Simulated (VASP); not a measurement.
## Ga: electric field gradients with PBE

Ga:

```xyz
4
Lattice="2.2933 -3.8705 0.0000 2.2933 3.8705 0.0000 0.0000 0.0000 4.5791" Properties=species:S:1:pos:R:3 pbc="T T T"
Ga    2.2933   -2.6597    0.3772
Ga    2.2933   -1.2108    2.6667
Ga    2.2933    2.6597    4.2019
Ga    2.2933    1.2108    1.9124
```

```
Program                : VASP 6.6.1
Task                   : electric field gradients
Functional             : PBE
Potentials or basis    : VASP PAW PBE potentials, release 64 (Ga_d)
Cutoff                 : 520 eV
k mesh                 : 10 × 10 × 10
Occupations            : gaussian, width 0.05 eV
Spin                   : no spin polarisation
Dipole correction      : no
Further INCAR settings : ALGO = Fast; EDIFF = 1e-08; NBANDS = 34
```

```json
{
  "Pressure": "0.1 GPa",
  "Band gap on the k mesh": "zero (band 26 reaches 5.06 eV, above the bottom of band 27 at 3.75 eV)"
}
```

Forces on the atoms (eV/Å):
```
Ga   0.000 -0.002 -0.001
Ga   0.000  0.002 -0.001
Ga   0.000  0.002  0.001
Ga   0.000 -0.002  0.001
```

Levels at points of the mesh, in eV from the Fermi level:
```tsv
k point	band 24	band 25	band 26	band 27	band 28	band 29
(0.00, 0.00, 0.00)	-1.85	-1.61	-0.59	0.94	0.96	1.18
(0.50, 0.00, 0.00)	-3.35	-1.22	-1.22	0.78	0.78	4.05
(0.50, 0.50, 0.00)	-3.09	-1.72	-1.40	1.17	1.35	3.18
(0.00, 0.00, 0.50)	-0.33	0.07	0.07	0.14	0.14	2.08
(0.50, 0.00, 0.50)	-6.05	-1.38	-1.38	0.58	0.58	6.96
(0.50, 0.50, 0.50)	-5.16	-1.15	-1.15	-0.91	-0.91	6.52
```

Electric field gradients, principal values (V/Å²):
```tsv
atom	least	middle	greatest (by size)
1 Ga	15.325	23.227	-38.552
2 Ga	15.325	23.227	-38.552
3 Ga	15.325	23.227	-38.552
4 Ga	15.325	23.227	-38.552
```

Run time: 13 min on 1 thread of AMD EPYC 7R43 64-Core Processor (Zen 3), with other jobs on the host, peak memory 0.43 GiB.

Caveat: without QUAD_EFG the Cq values of the log hold for a quadrupole moment of 1 mb, not for the nuclei.
